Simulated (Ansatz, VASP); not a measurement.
Two plane-wave programs on ZrMo3

File INCAR:

```
SYSTEM = ZrMo3
PREC = Accurate
ENCUT = 500
EDIFF = 1E-7
ISMEAR = 0
SIGMA = 0.1
LREAL = .FALSE.
LASPH = .TRUE.
NELM = 120
ALGO = Normal
ISIF = 3
LWAVE = .FALSE.
LCHARG = .FALSE.
GGA = PE
IBRION = 2
NSW = 90
EDIFFG = -0.04
GGA_COMPAT = .FALSE.
NELMIN = 4
```

Contents of KPOINTS:

```
Automatic mesh
0
G
  6 6 4
  0 0 0
```

POSCAR

```
ZrMo3
1.0
    4.0740297052      0.0000000000      0.0000000000
   -2.0370148526      3.5282132205      0.0000000000
    0.0000000000      0.0000000000      4.2997155874
Zr Mo
1 3
Direct
    0.0000000000      0.0000000000      0.0000000000
    0.0000000000      0.0000000000      0.5000000000
    0.3333333333      0.6666666667      0.0000000000
    0.6666666667      0.3333333333      0.0000000000
```

Input for Ansatz:

```yaml
crystal:
  lattice:
    - [4.0740297052, 0.0, 0.0]
    - [-2.0370148526, 3.5282132205, 0.0]
    - [0.0, 0.0, 4.2997155874]
  atoms:
    - { symbol: Zr, position: [0.0, 0.0, 0.0] }
    - { symbol: Mo, position: [0.0, 0.0, 0.5] }
    - { symbol: Mo, position: [0.3333333333, 0.6666666667, 0.0] }
    - { symbol: Mo, position: [0.6666666667, 0.3333333333, 0.0] }
basis:
  ecutwfc: 420
kpoints:
  mp_grid: { grid: [6, 6, 4] }
hamiltonian:
  xc: pbe
scf:
  occupations: { method: gaussian, width: 0.1 }
  lower_state_search: "off"
output:
  forces: true
  stress: true
  eigenvalues: true
relax:
  adjacent_minimum: "off"
  f_tol: 0.04
  max_steps: 70
  cell: { stress_tol: 0.4 }
```

Alike in both runs: task relaxation of cell and atoms; functional PBE; k mesh 6 × 6 × 4; occupations gaussian, width 0.1 eV; no spin polarisation.

|  | VASP | Ansatz |
| --- | --- | --- |
| version | VASP 6.6.1 | Ansatz 0.2.0 |
| potentials or method | VASP PAW PBE potentials, release 64 (Zr_sv, Mo_sv), cutoff 500 eV | scalar-relativistic, plane waves, PAW |
| valence electrons in the cell | 54 | 54 |

|  | VASP | Ansatz | Ansatz less VASP |
| --- | --- | --- | --- |
| gap on the k mesh at the Fermi level, each at its own relaxed structure (eV) | none | none | - |
| relaxed volume (Å³/atom) | 22.61 | 22.69 | +0.080 |
| relaxed cell length with the largest relative difference (Å) | 4.656 | 4.663 | +0.0073 |

A gap of «none» marks a metal or a gap that the smearing closes.

The k mesh is coarse, so the values compare programs but aren't converged. Noted on VASP's run: the volume moved by over 15 % at a fixed basis, so the end points are rough.
